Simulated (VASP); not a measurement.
# Te (P6/mmm) in VASP: notebook, part 2 of 2

VASP 6.6.1. The steps go on from the part before.

## (3) Single point, revPBE (31.96 Å³/atom)

This run uses another cell than the first one, of 31.96 Å³/atom.

INCAR

```
PREC     = Accurate       # precision mode
ENCUT    = 500            # plane-wave cutoff, eV
EDIFF    = 1E-6           # SCF threshold, eV
ISMEAR   = -1             # smearing method
SIGMA    = 0.1            # smearing width, eV
LREAL    = False          # projectors in reciprocal space
LASPH    = True           # aspherical terms in the spheres
NELM     = 120            # most SCF steps
ALGO     = Normal         # electronic algorithm
ISIF     = 2              # what is computed and relaxed
LWAVE    = False          # write WAVECAR
LCHARG   = False          # write CHGCAR
GGA      = RE             # functional
NBANDS   = 16             # bands
GGA_COMPAT= False
```

KPOINTS

```
Automatic mesh
0
Gamma
  8 8 11
```

POSCAR

```
Te
1.0
    5.7318121856      0.0000000000      0.0000000000
   -2.8659060928      4.9638949625      0.0000000000
    0.0000000000      0.0000000000      3.3702113438
Te
3
Direct
    0.0000000000      0.0000000000      0.0000000000
    0.3333333333      0.6666666667      0.5000000000
    0.6666666667      0.3333333333      0.5000000000
```

Potentials or basis: VASP PAW PBE potentials, release 64 (Te).

Launch:

```
cat potpaw_PBE.64/Te/POTCAR > POTCAR
mpirun -np 1 vasp_std > vasp.out
```

OUTCAR:

```text
PREC = Accurate
   ENCUT = 500
   EDIFF = 1E-6
   ISMEAR = -1
   LREAL = False
   LASPH = True
   NELM = 120
   ISIF = 2
   GGA = RE

 ion  position               nearest neighbor table
   1  0.000  0.000  0.000-
   2  0.333  0.667  0.500-   3 3.31   3 3.31   3 3.31
   3  0.667  0.333  0.500-   2 3.31   2 3.31   2 3.31

  LATTYP: Found a hexagonal cell.
 ALAT       =     5.7318121856
 C/A-ratio  =     0.5879835617

  Lattice vectors:

 A1 = (   5.7318121856,   0.0000000000,   0.0000000000)
 A2 = (  -2.8659060928,   4.9638949625,   0.0000000000)
 A3 = (   0.0000000000,   0.0000000000,   3.3702113438)

Analysis of symmetry for initial positions (statically):
=====================================================================
 Subroutine PRICEL returns:
 Original cell was already a primitive cell.

 Routine SETGRP: Setting up the symmetry group for a
 hexagonal supercell.

 Subroutine GETGRP returns: Found 24 space group operations
 (whereof 24 operations were pure point group operations)
 out of a pool of 24 trial point group operations.

The static configuration has the point symmetry D_6h.
[... 162 lines left out ...]

 E-fermi :   6.4593     XC(G=0):  -9.5072

 val. band max:        6.4532369822   @ k =   0.2500   0.1250   0.1818
 cond. band min:       6.4630024841   @ k =   0.3750   0.1250   0.4545
 fundamental gap:      0.0097655020
 Fermi energy:         6.4592990570

 k-point     1 :       0.0000    0.0000    0.0000
  band No.  band energies     occupation
      1      -6.6837      2.00000
      2      -3.9405      2.00000
      3      -3.9076      2.00000
      4       2.4103      2.00000
      5       2.4103      2.00000
      6       2.8676      2.00000
[... 433 lines left out ...]
      3      -3.9885      2.00000
      4       1.6583      2.00000
      5       3.2225      2.00000
      6       4.9374      2.00000
[... 8 lines left out ...]
     15      14.4380      0.00000
     16      14.7306      0.00000

 [... further k-points ...]

------------------------ aborting loop because EDIFF is reached ----------------------------------------

  FORCE on cell =-STRESS in cart. coord.  units (eV):
  Direction    XX          YY          ZZ          XY          YZ          ZX
  --------------------------------------------------------------------------------------
  -------------------------------------------------------------------------------------
  Total       -1.6000482     -1.6000482     -2.6741214     -0.0000000     -0.0000000      0.0000000
  in kB      -26.7344949    -26.7344949    -44.6807067     -0.0000000     -0.0000000      0.0000000
  external PRESSURE =     -32.7165655 kB  Pullay stress =       0.0000000 kB

 VOLUME and BASIS-vectors are now :
 -----------------------------------------------------------------------------
  energy-cutoff  :      500.00
  volume of cell :       95.89
      direct lattice vectors                 reciprocal lattice vectors
     5.731812186  0.000000000  0.000000000     0.174464893  0.100727353  0.000000000
    -2.865906093  4.963894963  0.000000000     0.000000000  0.201454706  0.000000000
     0.000000000  0.000000000  3.370211344     0.000000000  0.000000000  0.296717297

 POSITION                                       TOTAL-FORCE (eV/Angst)
 -----------------------------------------------------------------------------------
      0.00000      0.00000      0.00000        -0.000000      0.000000     -0.000000
     -0.00000      3.30926      1.68511         0.000000      0.000000      0.000000
      2.86591      1.65463      1.68511        -0.000000     -0.000000     -0.000000
 -----------------------------------------------------------------------------------
    total drift:                               -0.000000      0.000000     -0.000000

  FREE ENERGIE OF THE ION-ELECTRON SYSTEM (eV)
  ---------------------------------------------------
  free  energy   TOTEN  =        -7.3152085860 eV

  energy  without entropy=       -7.2177418997  energy(sigma->0) =       -7.26647524
```

It took 1.9 min on 1 thread of Oxide Virtual Turin-like, shared host; peak memory 0.21 GiB.

Results:

- Free energy: -7.3152 eV
- Pressure: -3.3 GPa
- Band gap on the k mesh: zero (bands 9 and 10 overlap by 4.28 eV)

Levels at points of the mesh, in eV from the Fermi level:
```csv
k point,band 6,band 7,band 8,band 9,band 10,band 11,band 12,band 13
"(0.00, 0.00, 0.00)",-3.59,-3.59,0.31,2.24,2.24,2.58,2.78,5.25
"(0.50, 0.00, 0.00)",-2.14,-0.25,0.07,0.26,1.31,1.47,2.36,5.42
```

Caveat: the cell stands under tension; the PAW data sets were made with another functional, which shifts forces and pressure a little; spin-orbit coupling is left out, which moves the levels of the heavy elements.

## (4) Single point, revPBE (33.15 Å³/atom)

This run uses another cell than the first one, of 33.15 Å³/atom.

INCAR

```
PREC = Accurate
ENCUT = 500
EDIFF = 1E-6
ISMEAR = -1
SIGMA = 0.1
LREAL = False
LASPH = True
NELM = 120
ALGO = Normal
ISIF = 2
LWAVE = False
LCHARG = True
GGA = RE
LELF = True
LVHAR = True
NBANDS = 16
GGA_COMPAT = False
```

KPOINTS

```
regular mesh
0
Gamma
  8 8 11
```

POSCAR

```
Te
1.0
    5.8017192239      0.0000000000      0.0000000000
   -2.9008596119      5.0244362335      0.0000000000
    0.0000000000      0.0000000000      3.4113155332
Te
3
Direct
    0.0000000000      0.0000000000      0.0000000000
    0.3333333333      0.6666666667      0.5000000000
    0.6666666667      0.3333333333      0.5000000000
```

Launch:

```
cat potpaw_PBE.64/Te/POTCAR > POTCAR
mpirun -np 1 vasp_std > vasp.out
```

Wall time 86 s (1 thread of Oxide Virtual Turin-like, shared host); peak memory 0.21 GiB.

It converged, with:

```
Free energy            : -7.2306 eV
Pressure               : -4.3 GPa
Band gap on the k mesh : zero (bands 9 and 10 overlap by 4.00 eV)
```

Stress tensor (GPa, compression positive):
```
-3.72  0.00  0.00
 0.00 -3.72  0.00
 0.00  0.00 -5.48
```

Levels at points of the mesh, in eV from the Fermi level:
```
           k point  band 7  band 8  band 9  band 10  band 11  band 12
(0.00, 0.00, 0.00)   -3.40    0.30    2.09     2.09     2.42     2.61
(0.50, 0.00, 0.00)   -0.23    0.09    0.24     1.24     1.40     2.22
```

Caveat: the cell stands under tension; the PAW data sets were made with another functional, which shifts forces and pressure a little; spin-orbit coupling is left out, which moves the levels of the heavy elements.

## (5) Summary

```tsv
cell	gap on the mesh (eV)	pressure (GPa)
a = 5.660, b = 5.660, c = 3.328 Å, angles 90.0, 90.0, 120.0°, 3 atoms	none	-1.9
a = 5.732, b = 5.732, c = 3.370 Å, angles 90.0, 90.0, 120.0°, 3 atoms	none	-3.3
a = 5.802, b = 5.802, c = 3.411 Å, angles 90.0, 90.0, 120.0°, 3 atoms	none	-4.3
```

Alike in all rows: task single point; level revPBE; potentials or basis VASP PAW PBE potentials, release 64 (Te); no spin polarisation; k mesh 8 × 8 × 11; cutoff (eV) 500; smearing fermi-dirac 0.1 eV.

Caveats: the PAW data sets were made with another functional, which shifts forces and pressure a little; spin-orbit coupling is left out, which moves the levels of the heavy elements; the cell stands under tension (at least some runs).

Total energies depend on the potentials used, so only differences within one code and one set of settings carry meaning.

The gap in the log of VASP goes by the Fermi energy; the results here count the filled bands.